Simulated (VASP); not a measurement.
Input of a VASP 6.6.1 run:

Contents of INCAR:

```
SYSTEM = SrCl2
PREC     = Accurate       ! precision mode
ENCUT    = 520            ! plane-wave cutoff, eV
EDIFF    = 1E-6           ! SCF threshold, eV
ISMEAR   = 0              ! smearing method
SIGMA    = 0.05           ! smearing width, eV
LREAL    = .False.        ! projectors in reciprocal space
LASPH    = .True.         ! aspherical terms in the spheres
NELM     = 100            ! most SCF steps
ALGO     = Normal         ! electronic algorithm
ISIF     = 2              ! what is computed and relaxed
LWAVE    = .False.        ! write WAVECAR
LCHARG   = .False.        ! write CHGCAR
GGA      = PE             ! functional
NBANDS   = 19             ! bands
```

Contents of KPOINTS:

```
regular mesh
0
Gamma
  6 6 6
  0 0 0
```

Contents of POSCAR:

```
SrCl2
1.0
    0.0000000000      3.5367641526      3.3171310987
    3.5367641526      0.0000000000      3.3171310987
    3.5367641526      3.5367641526      0.0000000000
Sr Cl
1 2
Direct
    0.0000000000      0.0000000000      0.0000000000
    0.2500000000      0.2500000000      0.2500000000
    0.7500000000      0.7500000000      0.7500000000
```

Potentials or basis: VASP PAW PBE potentials, release 64 (Sr_sv, Cl).

The run is started by

```bash
$ cat potpaw_PBE.64/Sr_sv/POTCAR potpaw_PBE.64/Cl/POTCAR > POTCAR
$ mpirun -np 1 vasp_std > vasp.out
```

(1) Predict the pressure.

(2) Estimate the band gap on the k mesh.

Answers

(1) 2.0 GPa.

(2) 5.01 eV, indirect (least direct gap 5.18 eV).
